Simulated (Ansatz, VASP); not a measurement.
## Two plane-wave programs on Sn

File INCAR:

```
SYSTEM = Sn
PREC     = Accurate       ! precision mode
ENCUT    = 520            ! plane-wave cutoff, eV
EDIFF    = 1E-7           ! SCF threshold, eV
ISMEAR   = 0              ! smearing method
SIGMA    = 0.1            ! smearing width, eV
LREAL    = .FALSE.        ! projectors in reciprocal space
LASPH    = .TRUE.         ! aspherical terms in the spheres
NELM     = 60             ! most SCF steps
ALGO     = Fast           ! electronic algorithm
ISIF     = 2              ! what is computed and relaxed
LWAVE    = .FALSE.        ! write WAVECAR
LCHARG   = .FALSE.        ! write CHGCAR
GGA      = PE             ! functional
NBANDS   = 21             ! bands
```

Contents of KPOINTS:

```
Automatic mesh
0
G
  14 14 14
  0 0 0
```

Contents of POSCAR:

```
Sn
1.0
   -2.9395524272      2.9395524272      1.5749925987
    2.9395524272     -2.9395524272      1.5749925987
    2.9395524272      2.9395524272     -1.5749925987
Sn
2
Direct
    0.7500000000      0.2500000000      0.5000000000
    0.0000000000      0.0000000000      0.0000000000
```

Input for Ansatz:

```yaml
crystal:
  lattice:
    - [-2.9395524272, 2.9395524272, 1.5749925987]
    - [2.9395524272, -2.9395524272, 1.5749925987]
    - [2.9395524272, 2.9395524272, -1.5749925987]
  atoms:
    - { symbol: Sn, position: [0.75, 0.25, 0.5] }
    - { symbol: Sn, position: [0.0, 0.0, 0.0] }
basis:
  ecutwfc: 420
kpoints:
  mp_grid: { grid: [14, 14, 14] }
hamiltonian:
  xc: pbe
scf:
  occupations: { method: gaussian, width: 0.1 }
output:
  forces: true
  stress: true
  eigenvalues: true
```

Alike in both runs: task single point; functional PBE; k mesh 14 × 14 × 14; occupations gaussian, width 0.1 eV; no spin polarisation.

```csv
,VASP,Ansatz
version,VASP 6.6.1,Ansatz 0.2.0
potentials or method,"VASP PAW PBE potentials, release 64 (Sn_d), cutoff 520 eV","scalar-relativistic, plane waves, PAW"
valence electrons in the cell,28,28
```

```csv
,VASP,Ansatz,Ansatz less VASP
gap on the k mesh at the Fermi level (eV),none,none,-
pressure (GPa),2.2,2.3,+0.06
"traceless stress, the component that is largest in VASP (GPa)",0.45,0.45,+0.002
```

A gap of «none» marks a metal or a gap that the smearing closes. With one functional, cell and mesh, what is left measures potentials, basis and numerics.
